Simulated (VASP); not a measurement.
A run of VASP 6.6.1:

Contents of INCAR:

```
SYSTEM = InAs
ALGO     = Normal         ! electronic algorithm
EDIFF    = 1E-7           ! SCF threshold, eV
ENCUT    = 520            ! plane-wave cutoff, eV
GGA      = PE             ! functional
ISIF     = 2              ! what is computed and relaxed
ISMEAR   = 0              ! smearing method
LASPH    = .True.         ! aspherical terms in the spheres
LCHARG   = .True.         ! write CHGCAR
LELF     = .True.         ! ELF
LREAL    = .False.        ! projectors in reciprocal space
LVHAR    = .True.       
LWAVE    = .False.        ! write WAVECAR
NBANDS   = 16             ! bands
NELM     = 100            ! most SCF steps
PREC     = Accurate       ! precision mode
SIGMA    = 0.15           ! smearing width, eV
```

KPOINTS

```
k-points
0
Gamma
  14 14 14
  0 0 0
```

Contents of POSCAR:

```
InAs
1.0
    0.0000000000      3.2659200000      3.0240000000
    3.2659200000      0.0000000000      3.0240000000
    3.2659200000      3.2659200000      0.0000000000
In As
1 1
Direct
    0.0000000000      0.0000000000      0.0000000000
    0.7500000000      0.7500000000      0.7500000000
```

Potentials or basis: VASP PAW PBE potentials, release 64 (In_d, As).

The run is started by

```sh
$ cat potpaw_PBE.64/In_d/POTCAR potpaw_PBE.64/As/POTCAR > POTCAR
$ mpirun -np 1 vasp_std > vasp.out
```

Hardware: 1 thread of Intel(R) Xeon(R) 6975P-C (Granite Rapids), on a shared host.

Task: How long does it take, and how much memory?

Result: Run time: 100 s on 1 thread of Intel(R) Xeon(R) 6975P-C (Granite Rapids), with other jobs on the host, peak memory 0.41 GiB. Counts: scf iterations 15, k points 244.
